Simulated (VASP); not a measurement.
# Ca3Y (Pm-3m) in VASP: single point with LDA

Aim: the single point of Ca3Y with LDA.

Everything below comes from runs of VASP 6.6.1. Logs are shortened: lines on timing, memory, paths and dates and some standing lists are left out, and cuts for length are marked.

## 1. The cell of the first run

Symmetry: Pm-3m, No. 221, cubic system. Conventional cell: a = 5.413 Å, b = 5.413 Å, c = 5.413 Å, α = 90.00°, β = 90.00°, γ = 90.00°. Within 5.0 Å of Ca (site symmetry 4/mmm) lie 8 Ca at 3.83 Å and 4 Y at 3.83 Å. Y (site symmetry m-3m) has 12 Ca at 3.83 Å within 5.0 Å.

## 2. Single point, LDA

INCAR

```
ALGO = Normal
EDIFF = 1E-7
ENCUT = 520
GGA = CA
ISIF = 2
ISMEAR = 1
LASPH = True
LCHARG = False
LREAL = False
LWAVE = False
NBANDS = 28
NELM = 100
PREC = Accurate
SIGMA = 0.05
```

KPOINTS

```
k-points
0
Gamma
  5 5 5
```

POSCAR

```
Ca3Y
1.0
    5.4128070000      0.0000000000      0.0000000000
    0.0000000000      5.4128070000      0.0000000000
    0.0000000000      0.0000000000      5.4128070000
Ca Y
3 1
Direct
    0.0000000000      0.5000000000      0.5000000000
    0.5000000000      0.0000000000      0.5000000000
    0.5000000000      0.5000000000      0.0000000000
    0.0000000000      0.0000000000      0.0000000000
```

Potentials or basis: VASP PAW LDA potentials, release 64 (Ca_sv, Y_sv).

Command:

```sh
$ cat potpaw_LDA.64/Ca_sv/POTCAR potpaw_LDA.64/Y_sv/POTCAR > POTCAR
$ mpirun -np 1 vasp_std > vasp.out
```

OUTCAR:

```text
EDIFF = 1E-7
   ENCUT = 520
   GGA = CA
   ISIF = 2
   ISMEAR = 1
   LASPH = True
   LREAL = False
   NELM = 100
   PREC = Accurate

 ion  position               nearest neighbor table
   1  0.000  0.500  0.500-
   2  0.500  0.000  0.500-
   3  0.500  0.500  0.000-
   4  0.000  0.000  0.000-

  LATTYP: Found a simple cubic cell.
 ALAT       =     5.4128070000

  Lattice vectors:

 A1 = (   5.4128070000,   0.0000000000,   0.0000000000)
 A2 = (   0.0000000000,   5.4128070000,   0.0000000000)
 A3 = (   0.0000000000,   0.0000000000,   5.4128070000)

Analysis of symmetry for initial positions (statically):
=====================================================================
 Subroutine PRICEL returns:
 Original cell was already a primitive cell.

 Routine SETGRP: Setting up the symmetry group for a
 simple cubic supercell.

 Subroutine GETGRP returns: Found 48 space group operations
 (whereof 48 operations were pure point group operations)
 out of a pool of 48 trial point group operations.

The static configuration has the point symmetry O_h .

Analysis of symmetry for dynamics (positions and initial velocities):
=====================================================================
 Subroutine PRICEL returns:
 Original cell was already a primitive cell.

 Routine SETGRP: Setting up the symmetry group for a
 simple cubic supercell.

 Subroutine GETGRP returns: Found 48 space group operations
 (whereof 48 operations were pure point group operations)
 out of a pool of 48 trial point group operations.

The dynamic configuration has the point symmetry O_h .

 Subroutine INISYM returns: Found 48 space group operations
 (whereof 48 operations are pure point group operations),
 and found     1 'primitive' translations

----------------------------------------------------------------------------------------

                                     Primitive cell

  volume of cell :     158.5870

  direct lattice vectors                    reciprocal lattice vectors
     5.412807000  0.000000000  0.000000000     0.184747027  0.000000000  0.000000000
     0.000000000  5.412807000  0.000000000     0.000000000  0.184747027  0.000000000
     0.000000000  0.000000000  5.412807000     0.000000000  0.000000000  0.184747027

  length of vectors
     5.412807000  5.412807000  5.412807000     0.184747027  0.184747027  0.184747027

  position of ions in fractional coordinates (direct lattice)
     0.000000000  0.500000000  0.500000000
     0.500000000  0.000000000  0.500000000
     0.500000000  0.500000000  0.000000000
     0.000000000  0.000000000  0.000000000

  ion indices of the primitive-cell ions
   primitive index   ion index
                 1           1
                 2           2
                 3           3
                 4           4

----------------------------------------------------------------------------------------

 KPOINTS: k-points

Automatic generation of k-mesh.
 Grid dimensions read from file:
 generate k-points for:    5    5    5

 Generating k-lattice:

  Cartesian coordinates                     Fractional coordinates (reciprocal lattice)
     0.036949405  0.000000000  0.000000000     0.200000000  0.000000000  0.000000000
     0.000000000  0.036949405  0.000000000     0.000000000  0.200000000  0.000000000
     0.000000000  0.000000000  0.036949405     0.000000000  0.000000000  0.200000000

  Length of vectors
     0.036949405  0.036949405  0.036949405

  Shift w.r.t. Gamma in fractional coordinates (k-lattice)
     0.000000000  0.000000000  0.000000000

 Subroutine IBZKPT returns following result:
 ===========================================

 Found     10 irreducible k-points:

 Following reciprocal coordinates:
            Coordinates               Weight
  0.000000  0.000000  0.000000      1.000000
  0.200000  0.000000  0.000000      6.000000
  0.400000  0.000000  0.000000      6.000000
  0.200000  0.200000  0.000000     12.000000
  0.400000  0.200000  0.000000     24.000000
  0.400000  0.400000  0.000000     12.000000
  0.200000  0.200000  0.200000      8.000000
  0.400000  0.200000  0.200000     24.000000
  0.400000  0.400000  0.200000     24.000000
  0.400000  0.400000  0.400000      8.000000
   k-points           NKPTS =     10   k-points in BZ     NKDIM =     10   number of bands    NBANDS=     28
   number of dos      NEDOS =    301   number of ions     NIONS =      4
   total plane-waves  NPLWV =  64000
   dimension x,y,z NGX =    40 NGY =   40 NGZ =   40
   dimension x,y,z NGXF=    80 NGYF=   80 NGZF=   80
   ions per type =               3   1
   NGX,Y,Z   is equivalent  to a cutoff of  12.29, 12.29, 12.29 a.u.
   NGXF,Y,Z  is equivalent  to a cutoff of  24.57, 24.57, 24.57 a.u.
 SYSTEM =  unknown system
   PREC   = accura    normal or accurate (medium, high low for compatibility)
   ISTART =      0    job   : 0-new  1-cont  2-samecut
   ICHARG =      2    charge: 1-file 2-atom 10-const
   ISPIN  =      1    spin polarized calculation?
   LNONCOLLINEAR =      F non collinear calculations
   LSORBIT =      F    spin-orbit coupling
   LASPH  =      T    aspherical Exc in radial PAW
   ENCUT  =  520.0 eV  38.22 Ry    6.18 a.u.  10.06 10.06 10.06*2*pi/ulx,y,z
   NELM   =    100;   NELMIN=  2; NELMDL= -5     # of ELM steps
   EDIFF  = 0.1E-06   stopping-criterion for ELM
   LREAL  =      F    real-space projection
   EDIFFG = 0.1E-05   stopping-criterion for IOM
   NSW    =      0    number of steps for IOM
   IBRION =     -1    ionic relax: 0-MD 1-quasi-New 2-CG
   NFREE  =      0    steps in history (QN), initial steepest desc. (CG)
   ISIF   =      2    stress and relaxation
   ISYM   =      2    0-nonsym 1-usesym 2-fastsym
   POTIM  = 0.5000    time-step for ionic-motion
   TEBEG  =    0.0;   TEEND  =   0.0 temperature during run
   PSTRESS=    0.0 pullay stress
   NELECT =      41.0000    total number of electrons
   NUPDOWN=      -1.0000    fix difference up-down
   EMIN   =  10.00;   EMAX   =-10.00  energy-range for DOS
   EFERMI =   0.00;   METHOD = LEGACY
   ISMEAR =     1;   SIGMA  =   0.05  broadening in eV -4-tet -1-fermi 0-gaus
   EFERMI_NEDOS =   21; number of points for ismear=-14 and -15
   IALGO  =     38    algorithm
   IMIX   =      4    mixing-type and parameters
     AMIX     =   0.40;   BMIX     =  1.00
     AMIX_MAG =   1.60;   BMIX_MAG =  1.00
  volume/ion in A,a.u.               =      39.65       267.55
  Fermi-wavevector in a.u.,A,eV,Ry     =   1.042910  1.970814 14.798535  1.087662
  Thomas-Fermi vector in A             =   2.177596
   LORBIT       =      0    0 simple, 1 ext, 2 COOP (PROOUT), +10 PAW based schemes
   GGA     = CA    functional components
   LHFCALC =     F    Hartree Fock is set to
   AEXX    =    0.0000 exact exchange contribution
   IVDW    =     0    specifies the selected vdW correction
   LEPSILON=     F    determine dielectric tensor
   LRPA    =     F    only Hartree local field effects (RPA)
 non-spin polarized calculation
 Methfessel and Paxton  Order N= 1 SIGMA  =   0.05
  energy-cutoff  :      520.00
  volume of cell :      158.59
 maximum number of plane-waves:      4337
   NGX = 21   NGY = 21   NGZ = 21

 number of electron      41.0000007 magnetization

 Free energy of the ion-electron system (eV)
  ---------------------------------------------------
  ext. energy  EPLUGINS =         0.00000000
  ---------------------------------------------------
  free energy    TOTEN  =       -12.87928731 eV

  energy without entropy =      -12.87651366  energy(sigma->0) =      -12.87836276

 E-fermi :   2.0604     XC(G=0):  -8.3683

 val. band max:        2.0476969517   @ k =   0.4000   0.4000   0.4000
 cond. band min:       2.0723180992   @ k =   0.4000   0.2000   0.2000
 fundamental gap:      0.0246211475
 Fermi energy:         2.0604037347

 k-point     1 :       0.0000    0.0000    0.0000
  band No.  band energies     occupation
      1     -41.4207      2.00000
      2     -39.2609      2.00000
      3     -39.2414      2.00000
      4     -39.2414      2.00000
      5     -21.4826      2.00000
      6     -21.4826      2.00000
[... 20 lines left out ...]
     27       4.1396      0.00000
     28       4.1396      0.00000

 k-point     2 :       0.2000    0.0000    0.0000
  band No.  band energies     occupation
      1     -41.4207      2.00000
      2     -39.2592      2.00000
      3     -39.2430      2.00000
      4     -39.2414      2.00000
      5     -21.4816      2.00000
      6     -21.4815      2.00000
[... 20 lines left out ...]
     27       3.9042      0.00000
     28       4.2518      0.00000

 k-point     3 :       0.4000    0.0000    0.0000
  band No.  band energies     occupation
      1     -41.4206      2.00000
      2     -39.2555      2.00000
      3     -39.2468      2.00000
      4     -39.2413      2.00000
      5     -21.4799      2.00000
      6     -21.4798      2.00000
[... 20 lines left out ...]
     27       3.4453      0.00000
     28       4.3937      0.00000

 k-point     4 :       0.2000    0.2000    0.0000
  band No.  band energies     occupation
      1     -41.4206      2.00000
      2     -39.2577      2.00000
      3     -39.2436      2.00000
      4     -39.2423      2.00000
      5     -21.4828      2.00000
      6     -21.4805      2.00000
[... 20 lines left out ...]
     27       3.7258      0.00000
     28       4.2502      0.00000

 k-point     5 :       0.4000    0.2000    0.0000
  band No.  band energies     occupation
      1     -41.4206      2.00000
      2     -39.2542      2.00000
      3     -39.2468      2.00000
      4     -39.2426      2.00000
      5     -21.4818      2.00000
      6     -21.4800      2.00000
[... 20 lines left out ...]
     27       3.3660      0.00000
     28       4.0975      0.00000

 k-point     6 :       0.4000    0.4000    0.0000
  band No.  band energies     occupation
      1     -41.4206      2.00000
      2     -39.2510      2.00000
      3     -39.2472      2.00000
      4     -39.2453      2.00000
      5     -21.4833      2.00000
      6     -21.4821      2.00000
[... 20 lines left out ...]
     27       3.2943      0.00000
     28       3.7856      0.00000

 k-point     7 :       0.2000    0.2000    0.2000
  band No.  band energies     occupation
      1     -41.4206      2.00000
      2     -39.2564      2.00000
      3     -39.2436      2.00000
      4     -39.2436      2.00000
      5     -21.4826      2.00000
      6     -21.4826      2.00000
[... 20 lines left out ...]
     27       3.6132      0.00000
     28       4.3093      0.00000

 k-point     8 :       0.4000    0.2000    0.2000
  band No.  band energies     occupation
      1     -41.4206      2.00000
      2     -39.2531      2.00000
      3     -39.2468      2.00000
      4     -39.2436      2.00000
      5     -21.4826      2.00000
      6     -21.4823      2.00000
[... 20 lines left out ...]
     27       3.4220      0.00000
     28       4.1997      0.00000

 k-point     9 :       0.4000    0.4000    0.2000
  band No.  band energies     occupation
      1     -41.4205      2.00000
      2     -39.2505      2.00000
      3     -39.2472      2.00000
      4     -39.2458      2.00000
      5     -21.4845      2.00000
      6     -21.4839      2.00000
[... 20 lines left out ...]
     27       3.4443      0.00000
     28       3.9882      0.00000

 k-point    10 :       0.4000    0.4000    0.4000
  band No.  band energies     occupation
      1     -41.4205      2.00000
      2     -39.2491      2.00000
      3     -39.2472      2.00000
      4     -39.2472      2.00000
      5     -21.4865      2.00000
      6     -21.4865      2.00000
[... 20 lines left out ...]
     27       3.7683      0.00000
     28       4.0341      0.00000

------------------------ aborting loop because EDIFF is reached ----------------------------------------

  FORCE on cell =-STRESS in cart. coord.  units (eV):
  Direction    XX          YY          ZZ          XY          YZ          ZX
  --------------------------------------------------------------------------------------
  -------------------------------------------------------------------------------------
  Total       -2.0834112     -2.0834112     -2.0834112     -0.0000000     -0.0000000     -0.0000000
  in kB      -21.0483452    -21.0483452    -21.0483452     -0.0000000     -0.0000000     -0.0000000
  external PRESSURE =     -21.0483452 kB  Pullay stress =       0.0000000 kB

 VOLUME and BASIS-vectors are now :
 -----------------------------------------------------------------------------
  energy-cutoff  :      520.00
  volume of cell :      158.59
      direct lattice vectors                 reciprocal lattice vectors
     5.412807000  0.000000000  0.000000000     0.184747027  0.000000000  0.000000000
     0.000000000  5.412807000  0.000000000     0.000000000  0.184747027  0.000000000
     0.000000000  0.000000000  5.412807000     0.000000000  0.000000000  0.184747027

 POSITION                                       TOTAL-FORCE (eV/Angst)
 -----------------------------------------------------------------------------------
      0.00000      2.70640      2.70640         0.000000      0.000000      0.000000
      2.70640      0.00000      2.70640         0.000000      0.000000      0.000000
      2.70640      2.70640      0.00000         0.000000      0.000000      0.000000
      0.00000      0.00000      0.00000         0.000000      0.000000      0.000000
 -----------------------------------------------------------------------------------
    total drift:                               -0.000000      0.000000     -0.000000

  FREE ENERGIE OF THE ION-ELECTRON SYSTEM (eV)
  ---------------------------------------------------
  free  energy   TOTEN  =       -12.8792873106 eV

  energy  without entropy=      -12.8765136637  energy(sigma->0) =      -12.87836276
```

Run time: 86 s. Hardware: 1 thread of Intel Xeon 8259CL, shared host; peak memory 0.22 GiB.

What came out:

| Quantity | Value |
| --- | --- |
| Free energy | -12.8793 eV |
| Pressure | -2.1 GPa |
| Band gap on the k mesh | zero (an odd number of electrons rules out a gap without spin polarisation) |

Levels at points of the mesh, in eV from the Fermi level:
| k point | band 17 | band 18 | band 19 | band 20 | band 21 | band 22 | band 23 | band 24 |
| --- | --- | --- | --- | --- | --- | --- | --- | --- |
| (0.00, 0.00, 0.00) | -4.24 | -0.95 | -0.95 | -0.62 | 0.02 | 0.02 | 0.02 | 1.16 |
